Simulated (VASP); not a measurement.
Write the native input for VASP 6.6.1 that does the following.

```
Task                   : single point
Functional             : PBEsol
Potentials or basis    : VASP PAW PBE potentials, release 64 (Zr_sv, B)
Cutoff                 : 520 eV
k mesh                 : 14 × 14 × 14
Occupations            : gaussian, width 0.1 eV
Spin                   : no spin polarisation
Dipole correction      : no
Further INCAR settings : ALGO = Normal; EDIFF = 1e-06; NBANDS = 14
```

The structure of ZrB lies in POSCAR:

```
ZrB
1.0
    0.0000000000      2.3883279276      2.3883279276
    2.3883279276      0.0000000000      2.3883279276
    2.3883279276      2.3883279276      0.0000000000
Zr B
1 1
Direct
    0.0000000000      0.0000000000      0.0000000000
    0.5000000000      0.5000000000      0.5000000000
```

The input as run:

INCAR

```
SYSTEM = ZrB
ALGO = Normal
EDIFF = 1E-6
ENCUT = 520
GGA = PS
ISIF = 2
ISMEAR = 0
LASPH = .True.
LCHARG = .True.
LELF = .True.
LREAL = .False.
LVHAR = .True.
LWAVE = .False.
NBANDS = 14
NELM = 80
PREC = Accurate
SIGMA = 0.1
```

KPOINTS

```
k-points
0
Gamma
  14 14 14
  0 0 0
```

Potentials or basis: VASP PAW PBE potentials, release 64 (Zr_sv, B).

The run is started by

```sh
$ cat potpaw_PBE.64/Zr_sv/POTCAR potpaw_PBE.64/B/POTCAR > POTCAR
$ mpirun -np 1 vasp_std > vasp.out
```

Results of the run:

| Item | Value |
| --- | --- |
| Pressure | 10.3 GPa |
| Band gap on the k mesh | zero (an odd number of electrons rules out a gap without spin polarisation) |

Caveat: the cell stands under pressure; the PAW data sets were made with another functional, which shifts forces and pressure a little.

Run time: 48 s on 1 thread of Intel Xeon 8259CL (shared host), peak memory 0.18 GiB.
